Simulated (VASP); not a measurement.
Write the native input for VASP 6.6.1 that does the following.

| Quantity | Value |
| --- | --- |
| Task | single point |
| Functional | PBEsol |
| Potentials or basis | VASP PAW PBE potentials, release 64 (Rb_sv, Br) |
| Cutoff | 520 eV |
| k mesh | 6 × 6 × 6 |
| Occupations | gaussian, width 0.01 eV |
| Spin | non-collinear spin, zero start, spin-orbit coupling |
| Starting moments | [[0.0, 0.0, 0.0], [0.0, 0.0, 0.0]] μB |
| Dipole correction | no |
| Further INCAR settings | ALGO = Normal; EDIFF = 1e-07; NBANDS = 28 |

The structure of RbBr lies in POSCAR:

```
RbBr
1.0
    0.0000000000      3.4249234702      3.4249234702
    3.4249234702      0.0000000000      3.4249234702
    3.4249234702      3.4249234702      0.0000000000
Rb Br
1 1
Direct
    0.0014598866      0.0014598866      0.0014598866
    0.5000000000      0.5000000000      0.5000000000
```

This cell differs from its parent crystal: 0.01, 0.01] A.

These files were run (other wordings do the same):

INCAR

```
SYSTEM = RbBr
ALGO = Normal
EDIFF = 1E-7
ENCUT = 520
GGA = PS
GGA_COMPAT = .FALSE.
ISIF = 2
ISMEAR = 0
LASPH = .TRUE.
LCHARG = .FALSE.
LORBIT = 11
LORBMOM = .TRUE.
LREAL = .FALSE.
LSORBIT = .TRUE.
LWAVE = .FALSE.
MAGMOM = 0 0 0 0 0 0
NBANDS = 28
NELM = 150
PREC = Accurate
SIGMA = 0.01
```

KPOINTS

```
k-points
0
G
  6 6 6
  0 0 0
```

Potentials or basis: VASP PAW PBE potentials, release 64 (Rb_sv, Br).

Run with:

```console
$ cat potpaw_PBE.64/Rb_sv/POTCAR potpaw_PBE.64/Br/POTCAR > POTCAR
$ mpirun -np 1 vasp_ncl > vasp.out
```

It gave:

- Pressure: 0.0 GPa
- Largest force: 0.019 eV/Å
- Net moment: 0.00 μB per cell
- Valence electrons inside the program's atomic spheres: Rb 7.31; Br 4.87

Caveat: the cell differs from its parent crystal (0.01, 0.01] A); the PAW data sets were made with another functional, which shifts forces and pressure a little.

Run time: 3.7 min on 1 thread of Intel(R) Xeon(R) Platinum 8259CL CPU @ 2.50GHz (Skylake/Cascade Lake) (shared host), peak memory 0.48 GiB.
